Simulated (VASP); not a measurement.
Input of a VASP 6.6.1 run:

INCAR

```
SYSTEM = SiO2
  PREC = Accurate
  ENCUT = 520
  EDIFF = 1E-6
  ISMEAR = 0
  SIGMA = 0.01
  LREAL = .FALSE.
  LASPH = .TRUE.
  NELM = 60
  ALGO = Normal
  ISIF = 2
  LWAVE = .FALSE.
  LCHARG = .FALSE.
  GGA = PE
  NBANDS = 25
```

KPOINTS

```
Automatic mesh
0
G
  6 6 8
  0 0 0
```

Contents of POSCAR:

```
SiO2
1.0
    4.1773000000      0.0000000000      0.0000000000
    0.0000000000      4.1773000000      0.0000000000
    0.0000000000      0.0000000000      2.6652000000
Si O
2 4
Direct
    0.0000000000      0.0000000000      0.0000000000
    0.5000000000      0.5000000000      0.5000000000
    0.3059000000      0.3059000000      0.0000000000
    0.1941000000      0.8059000000      0.5000000000
    0.6941000000      0.6941000000      0.0000000000
    0.8059000000      0.1941000000      0.5000000000
```

Potentials or basis: VASP PAW PBE potentials, release 64 (Si, O).

Run with:

```console
$ cat potpaw_PBE.64/Si/POTCAR potpaw_PBE.64/O/POTCAR > POTCAR
$ mpirun -np 1 vasp_std > vasp.out
```

**Question.** Predict the largest force.

**Answer.** 0.099 eV/Å.

**Question.** Estimate the band gap on the k mesh.

**Answer.** 5.62 eV, direct.

**Question.** What does it give for the pressure?

**Answer.** 11.4 GPa.

Forces in eV/Å, atoms in the order of the input:
```
Si   0.000  0.000  0.000
Si   0.000  0.000  0.000
O   -0.070 -0.070  0.000
O    0.070 -0.070  0.000
O    0.070  0.070  0.000
O   -0.070  0.070  0.000
```

A k mesh can miss the band edges. As with any semilocal functional, this PBE gap is likely too small.
